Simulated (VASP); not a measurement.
# Ir (P6_3/mmc) in VASP: relaxation of shape and atoms at fixed volume with r2SCAN

Aim: the relaxation of shape and atoms at fixed volume of Ir with r2SCAN.

Everything below comes from runs of VASP 6.6.1. Logs are shortened: lines on timing, memory, paths and dates and some standing lists are left out, and cuts for length are marked.

### Step 1. The cell of the first run

The structure is hexagonal, space group P6_3/mmc (No. 194). Conventional cell: a = 2.730 Å, b = 2.730 Å, c = 4.419 Å, α = 90.00°, β = 90.00°, γ = 120.00°. Within 3.6 Å of Ir (site symmetry -6m2) lie 12 Ir at 2.71 to 2.73 Å.

### Step 2. Relaxation of shape and atoms at fixed volume, r2SCAN

File POSCAR:

```
Ir
1.0
    2.7299788806      0.0000000000      0.0000000000
   -1.3649894403      2.3642310624      0.0000000000
    0.0000000000      0.0000000000      4.4191211488
Ir
2
Direct
    0.3333333333      0.6666666667      0.7500000000
    0.6666666667      0.3333333333      0.2500000000
```

File INCAR.step1:

```
SYSTEM = Ir
  PREC = Accurate
  ENCUT = 600
  ISMEAR = 0
  SIGMA = 0.05
  LREAL = .False.
  LASPH = .True.
  NELM = 100
  GGA = PE
  ALGO = Normal
  EDIFF = 1E-4
  LWAVE = .True.
  LCHARG = .False.
```

File INCAR.step2:

```
SYSTEM = Ir
  PREC = Accurate
  ENCUT = 600
  EDIFF = 1E-6
  ISMEAR = 0
  SIGMA = 0.05
  LREAL = .False.
  LASPH = .True.
  NELM = 100
  ALGO = Normal
  ISIF = 4
  LWAVE = .False.
  LCHARG = .False.
  METAGGA = R2SCAN
  LMIXTAU = .True.
  IBRION = 2
  NSW = 60
  EDIFFG = -0.01
  ISTART = 1
```

File KPOINTS:

```
Automatic mesh
0
Gamma
  18 18 10
  0 0 0
```

Potentials or basis: VASP PAW PBE potentials, release 64 (Ir).

Command:

```
cat potpaw_PBE.64/Ir/POTCAR > POTCAR
cp INCAR.step1 INCAR
mpirun -np 1 vasp_std > vasp.out
cp INCAR.step2 INCAR
mpirun -np 1 vasp_std > vasp.out
```

OUTCAR:

```text
SYSTEM = Ir
   PREC = Accurate
   ENCUT = 600
   EDIFF = 1E-6
   ISMEAR = 0
   LREAL = .False.
   LASPH = .True.
   NELM = 100
   ISIF = 4
   METAGGA = R2SCAN
   IBRION = 2
   NSW = 60
   EDIFFG = -0.01
   ISTART = 1

 ion  position               nearest neighbor table
   1  0.333  0.667  0.750-   2 2.71   2 2.71   2 2.71   2 2.71   2 2.71   2 2.71
   2  0.667  0.333  0.250-   1 2.71   1 2.71   1 2.71   1 2.71   1 2.71   1 2.71

  LATTYP: Found a hexagonal cell.
 ALAT       =     2.7299788806
 C/A-ratio  =     1.6187382182

  Lattice vectors:

 A1 = (   2.7299788806,   0.0000000000,   0.0000000000)
 A2 = (  -1.3649894403,   2.3642310624,   0.0000000000)
 A3 = (   0.0000000000,   0.0000000000,   4.4191211488)

Analysis of symmetry for initial positions (statically):
=====================================================================
 Subroutine PRICEL returns:
 Original cell was already a primitive cell.

 Routine SETGRP: Setting up the symmetry group for a
 hexagonal supercell.

 Subroutine GETGRP returns: Found 24 space group operations
 (whereof 12 operations were pure point group operations)
 out of a pool of 24 trial point group operations.

The static configuration has the point symmetry D_3d.
 The point group associated with its full space group is D_6h.

Analysis of symmetry for dynamics (positions and initial velocities):
=====================================================================
 Subroutine PRICEL returns:
 Original cell was already a primitive cell.

 Routine SETGRP: Setting up the symmetry group for a
 hexagonal supercell.

 Subroutine GETGRP returns: Found 24 space group operations
 (whereof 12 operations were pure point group operations)
 out of a pool of 24 trial point group operations.

The dynamic configuration has the point symmetry D_3d.
 The point group associated with its full space group is D_6h.

 Subroutine INISYM returns: Found 24 space group operations
 (whereof 12 operations are pure point group operations),
 and found     1 'primitive' translations

----------------------------------------------------------------------------------------

                                     Primitive cell

  volume of cell :      28.5223

  direct lattice vectors                    reciprocal lattice vectors
     2.729978881  0.000000000  0.000000000     0.366303200  0.211485251  0.000000000
    -1.364989440  2.364231062  0.000000000     0.000000000  0.422970502  0.000000000
     0.000000000  0.000000000  4.419121149     0.000000000  0.000000000  0.226289338

  length of vectors
     2.729978881  2.729978881  4.419121149     0.422970502  0.422970502  0.226289338

  position of ions in fractional coordinates (direct lattice)
     0.333333333  0.666666667  0.750000000
     0.666666667  0.333333333  0.250000000

  ion indices of the primitive-cell ions
   primitive index   ion index
                 1           1
                 2           2

----------------------------------------------------------------------------------------

 KPOINTS: Automatic mesh

Automatic generation of k-mesh.
 Grid dimensions read from file:
 generate k-points for:   18   18   10

 Generating k-lattice:

  Cartesian coordinates                     Fractional coordinates (reciprocal lattice)
     0.020350178  0.011749181  0.000000000     0.055555556  0.000000000  0.000000000
     0.000000000  0.023498361  0.000000000     0.000000000  0.055555556  0.000000000
     0.000000000  0.000000000  0.022628934     0.000000000  0.000000000  0.100000000

  Length of vectors
     0.023498361  0.023498361  0.022628934

  Shift w.r.t. Gamma in fractional coordinates (k-lattice)
     0.000000000  0.000000000  0.000000000

 Subroutine IBZKPT returns following result:
 ===========================================

 Found    222 irreducible k-points:

 Following reciprocal coordinates:
            Coordinates               Weight
  0.000000  0.000000  0.000000      1.000000
  0.055556  0.000000  0.000000      6.000000
  0.111111  0.000000  0.000000      6.000000
  0.166667  0.000000  0.000000      6.000000
  0.222222  0.000000  0.000000      6.000000
  0.277778  0.000000  0.000000      6.000000
[... 16 lines left out ...]
  0.333333  0.111111  0.000000     12.000000
  0.388889  0.111111  0.000000     12.000000
 [... further k-points ...]
   k-points           NKPTS =    222   k-points in BZ     NKDIM =    222   number of bands    NBANDS=     13
   number of dos      NEDOS =    301   number of ions     NIONS =      2
   total plane-waves  NPLWV =  20736
   dimension x,y,z NGX =    24 NGY =   24 NGZ =   36
   dimension x,y,z NGXF=    48 NGYF=   48 NGZF=   72
   ions per type =               2
   NGX,Y,Z   is equivalent  to a cutoff of  14.62, 14.62, 13.54 a.u.
   NGXF,Y,Z  is equivalent  to a cutoff of  29.23, 29.23, 27.09 a.u.
 SYSTEM =  Ir
   PREC   = accura    normal or accurate (medium, high low for compatibility)
   ISTART =      1    job   : 0-new  1-cont  2-samecut
   ICHARG =      0    charge: 1-file 2-atom 10-const
   ISPIN  =      1    spin polarized calculation?
   LNONCOLLINEAR =      F non collinear calculations
   LSORBIT =      F    spin-orbit coupling
   LASPH  =      T    aspherical Exc in radial PAW
   ENCUT  =  600.0 eV  44.10 Ry    6.64 a.u.   5.45  5.45  8.83*2*pi/ulx,y,z
   NELM   =    100;   NELMIN=  2; NELMDL=  0     # of ELM steps
   EDIFF  = 0.1E-05   stopping-criterion for ELM
   LREAL  =      F    real-space projection
   EDIFFG = -.1E-01   stopping-criterion for IOM
   NSW    =     60    number of steps for IOM
   IBRION =      2    ionic relax: 0-MD 1-quasi-New 2-CG
   NFREE  =      1    steps in history (QN), initial steepest desc. (CG)
   ISIF   =      4    stress and relaxation
   ISYM   =      2    0-nonsym 1-usesym 2-fastsym
   POTIM  = 0.5000    time-step for ionic-motion
   TEBEG  =    0.0;   TEEND  =   0.0 temperature during run
   PSTRESS=    0.0 pullay stress
   NELECT =      18.0000    total number of electrons
   NUPDOWN=      -1.0000    fix difference up-down
   EMIN   =  10.00;   EMAX   =-10.00  energy-range for DOS
   EFERMI =   0.00;   METHOD = LEGACY
   ISMEAR =     0;   SIGMA  =   0.05  broadening in eV -4-tet -1-fermi 0-gaus
   EFERMI_NEDOS =   21; number of points for ismear=-14 and -15
   IALGO  =     38    algorithm
   IMIX   =      4    mixing-type and parameters
     AMIX     =   0.40;   BMIX     =  1.00
     AMIX_MAG =   1.60;   BMIX_MAG =  1.00
  volume/ion in A,a.u.               =      14.26        96.24
  Fermi-wavevector in a.u.,A,eV,Ry     =   1.404227  2.653604 26.828692  1.971853
  Thomas-Fermi vector in A             =   2.526810
   LORBIT       =      0    0 simple, 1 ext, 2 COOP (PROOUT), +10 PAW based schemes
   METAGGA = R2SCAN    functional components
   LHFCALC =     F    Hartree Fock is set to
   AEXX    =    0.0000 exact exchange contribution
   IVDW    =     0    specifies the selected vdW correction
   LEPSILON=     F    determine dielectric tensor
   LRPA    =     F    only Hartree local field effects (RPA)
 conjugate gradient relaxation of ions
 non-spin polarized calculation
 Gauss-broadening in eV      SIGMA  =   0.05
  energy-cutoff  :      600.00
  volume of cell :       28.52
 maximum number of plane-waves:       978
 NGX is ok and might be reduce to    24
   NGX = 11   NGY = 11   NGZ = 17

--------------------------------------- Ionic step        1  -------------------------------------------

 number of electron      18.0000000 magnetization

 Free energy of the ion-electron system (eV)
  ---------------------------------------------------
  ext. energy  EPLUGINS =         0.00000000
  ---------------------------------------------------
  free energy    TOTEN  =      -104.55742277 eV

  energy without entropy =     -104.55505536  energy(sigma->0) =     -104.55623907

------------------------ aborting loop because EDIFF is reached ----------------------------------------

  FORCE on cell =-STRESS in cart. coord.  units (eV):
  Direction    XX          YY          ZZ          XY          YZ          ZX
  --------------------------------------------------------------------------------------
  -------------------------------------------------------------------------------------
  Total        0.4237184      0.4237184      0.4994620      0.0000000      0.0000000      0.0000000
  in kB       23.8014169     23.8014169     28.0561421      0.0000000      0.0000000      0.0000000
  external PRESSURE =      25.2196586 kB  Pullay stress =       0.0000000 kB
[... 57 lines left out ...]
  energy  without entropy=     -104.5550553705  energy(sigma->0) =     -104.55624615

--------------------------------------- Ionic step        3  -------------------------------------------

 number of electron      18.0000000 magnetization

 Free energy of the ion-electron system (eV)
  ---------------------------------------------------
  ext. energy  EPLUGINS =         0.00000000
  ---------------------------------------------------
  free energy    TOTEN  =      -104.55744892 eV

  energy without entropy =     -104.55507310  energy(sigma->0) =     -104.55626101

 E-fermi :  10.1839     XC(G=0): -15.2806

 val. band max:       10.1786303391   @ k =   0.3889   0.0000   0.0000
 cond. band min:      10.1890360258   @ k =   0.3333   0.3333   0.1000
 fundamental gap:      0.0104056867
 Fermi energy:        10.1839375576

 k-point     1 :       0.0000    0.0000    0.0000
  band No.  band energies     occupation
      1      -1.4079      2.00000
      2       1.7269      2.00000
      3       6.1213      2.00000
      4       6.2163      2.00000
      5       6.2163      2.00000
      6       6.8903      2.00000
      7       6.8903      2.00000
      8       7.6985      2.00000
      9       7.6985      2.00000
     10       9.4092      2.00000
     11      10.4465      0.00000
     12      10.4465      0.00000
     13      17.5797      0.00000
[... 353 lines left out ...]
 k-point    24 :       0.3889    0.1111    0.0000
  band No.  band energies     occupation
      1       2.7316      2.00000
      2       2.8172      2.00000
      3       3.1792      2.00000
      4       5.7868      2.00000
      5       6.0136      2.00000
      6       6.4702      2.00000
      7       7.0923      2.00000
      8      10.3535      0.00000
      9      10.8320      0.00000
     10      10.9470      0.00000
     11      12.8210      0.00000
     12      16.1335      0.00000
     13      18.7608      0.00000

 [... further k-points ...]

------------------------ aborting loop because EDIFF is reached ----------------------------------------

  FORCE on cell =-STRESS in cart. coord.  units (eV):
  Direction    XX          YY          ZZ          XY          YZ          ZX
  --------------------------------------------------------------------------------------
  -------------------------------------------------------------------------------------
  Total        0.4483114      0.4483114      0.4460071     -0.0000000      0.0000000      0.0000000
  in kB       25.1828715     25.1828715     25.0534337     -0.0000000      0.0000000      0.0000000
  external PRESSURE =      25.1397255 kB  Pullay stress =       0.0000000 kB
[... 17 lines left out ...]
  FREE ENERGIE OF THE ION-ELECTRON SYSTEM (eV)
  ---------------------------------------------------
  free  energy   TOTEN  =      -104.5574489205 eV

  energy  without entropy=     -104.5550731031  energy(sigma->0) =     -104.55626101

 reached required accuracy - stopping structural energy minimisation
```

Run time: 3.4 min. Hardware: 1 thread of Intel Xeon 6975P-C (Granite Rapids), shared host; peak memory 0.25 GiB.

What came out:

```
Free energy               : -104.5574 eV
Energy gained by relaxing : 0.0 meV/atom
Ionic steps               : 3
Pressure after relaxing   : 2.5 GPa
Band gap on the k mesh    : zero (band 9 reaches 11.16 eV, above the bottom of band 10 at 7.74 eV)
```

Final structure:
```xyz
2
Lattice="2.7290 0.0000 0.0000 -1.3645 2.3634 0.0000 0.0000 0.0000 4.4223" Properties=species:S:1:pos:R:3 pbc="T T T"
Ir    0.0000    1.5756    3.3167
Ir    1.3645    0.7878    1.1056
```

Levels at points of the mesh, in eV from the Fermi level:
| k point | band 7 | band 8 | band 9 | band 10 | band 11 | band 12 |
| --- | --- | --- | --- | --- | --- | --- |
| (0.00, 0.00, 0.00) | -3.29 | -2.49 | -2.49 | -0.77 | 0.26 | 0.26 |
| (0.50, 0.00, 0.00) | -3.08 | 0.71 | 0.97 | 1.14 | 3.05 | 4.58 |
| (0.00, 0.00, 0.50) | -4.10 | -4.10 | -0.51 | -0.51 | -0.51 | -0.51 |
| (0.50, 0.00, 0.50) | -0.98 | -0.98 | 0.97 | 0.97 | 2.10 | 2.10 |

Caveat: the PAW data sets were made with another functional, which shifts forces and pressure a little; spin-orbit coupling is left out, which moves the levels of the heavy elements.
